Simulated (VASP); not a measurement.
# PbO2: single point with LDA

Crystal: PbO2.

```xyz
6
Lattice="4.9354 0.0000 0.0000 0.0000 4.9354 0.0000 0.0000 0.0000 3.3917" Properties=species:S:1:pos:R:3 pbc="T T T"
Pb    0.0000    0.0000    0.0000
Pb    2.4677    2.4677    1.6959
O     1.5169    1.5169    0.0000
O     0.9508    3.9847    1.6959
O     3.4185    3.4185    0.0000
O     3.9847    0.9508    1.6959
```

* Program: VASP 6.6.1
* Task: single point
* Functional: LDA
* Potentials or basis: VASP PAW LDA potentials, release 64 (Pb_d, O)
* Cutoff: 520 eV
* k mesh: 4 × 4 × 6
* Occupations: fermi-dirac, width 0.02 eV
* Spin: no spin polarisation

```yaml
Pressure: 0.5 GPa
Largest_force: 0.012 eV/Å
Band_gap_on_the_k_mesh: 0.19 eV (least direct gap 0.69 eV)
```

Forces in eV/Å, atoms in the order of the input:
```
Pb   0.000  0.000  0.000
Pb   0.000  0.000  0.000
O   -0.008 -0.008  0.000
O    0.008 -0.008  0.000
O    0.008  0.008  0.000
O   -0.008  0.008  0.000
```

Stress tensor (GPa, compression positive):
```
0.37 0.00 0.00
0.00 0.37 0.00
0.00 0.00 0.63
```

Levels at points of the mesh, in eV from the valence-band top:
```tsv
k point	band 23	band 24	band 25	band 26	band 27	band 28	band 29	band 30
(0.00, 0.00, 0.00)	-0.53	-0.52	-0.50	-0.50	0.19	4.45	5.84	5.84
(0.50, 0.00, 0.00)	-0.55	-0.55	-0.29	-0.29	2.69	2.69	6.45	6.45
(0.50, 0.50, 0.00)	-0.56	-0.56	-0.39	-0.39	3.08	3.08	6.81	6.81
(0.00, 0.00, 0.50)	-1.09	-1.09	-0.72	-0.72	4.00	4.00	8.95	8.95
(0.50, 0.00, 0.50)	-0.73	-0.73	-0.07	-0.07	4.34	4.34	7.45	7.45
(0.50, 0.50, 0.50)	-0.60	-0.60	-0.44	-0.44	3.04	3.04	8.30	8.30
```

Run time: 40 s on 1 thread of Intel(R) Xeon(R) 6975P-C (Granite Rapids) (shared host), peak memory 0.2 GiB.

Caveat: spin-orbit coupling is left out, which moves the levels of the heavy elements. A k mesh can miss the band edges.
